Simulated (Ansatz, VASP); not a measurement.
# NiBiCl3 in VASP and in Ansatz

```xyz
5
Lattice="5.4910 0.0000 0.0000 0.0000 5.4910 0.0000 0.0000 0.0000 5.4910" Properties=species:S:1:pos:R:3 pbc="T T T"
Ni    2.7455    2.7455    2.7455
Bi    0.0000    0.0000    0.0000
Cl    2.7455    0.0000    0.0000
Cl    0.0000    2.7455    0.0000
Cl    0.0000    0.0000    2.7455
```

Alike in both runs: functional PBE; k mesh 4 × 4 × 4; occupations gaussian, width 0.1 eV; collinear spin.

Ansatz relaxed the structure, and its values are those at the end. VASP's run is a single point on that final structure, the one shown.

|  | VASP | Ansatz |
| --- | --- | --- |
| version | VASP 6.6.1 | Ansatz 0.2.0 |
| potentials or method | VASP PAW PBE potentials, release 64 (Ni, Bi_d, Cl), cutoff 520 eV | scalar-relativistic, plane waves, PAW |
| valence electrons in the cell | 46 | 54 |

|  | VASP | Ansatz | Ansatz less VASP |
| --- | --- | --- | --- |
| gap on the k mesh at the Fermi level (eV) | none | none | - |
| pressure (GPa) | 0.1 | 0.2 | +0.07 |
| net moment per atom (μB) | 0.41 | 0.42 | +0.006 |
| size of the moment on the site where the two differ most (μB) | 1.43 | 1.77 | +0.334 |

Site moments also hang on the region over which each program counts them. A gap of «none» marks a metal or a gap that the smearing closes. VASP's potentials hold 46 valence electrons a cell and Ansatz's 54, so a difference there can come from the potentials and not from the codes.

Spin-orbit coupling is off throughout.
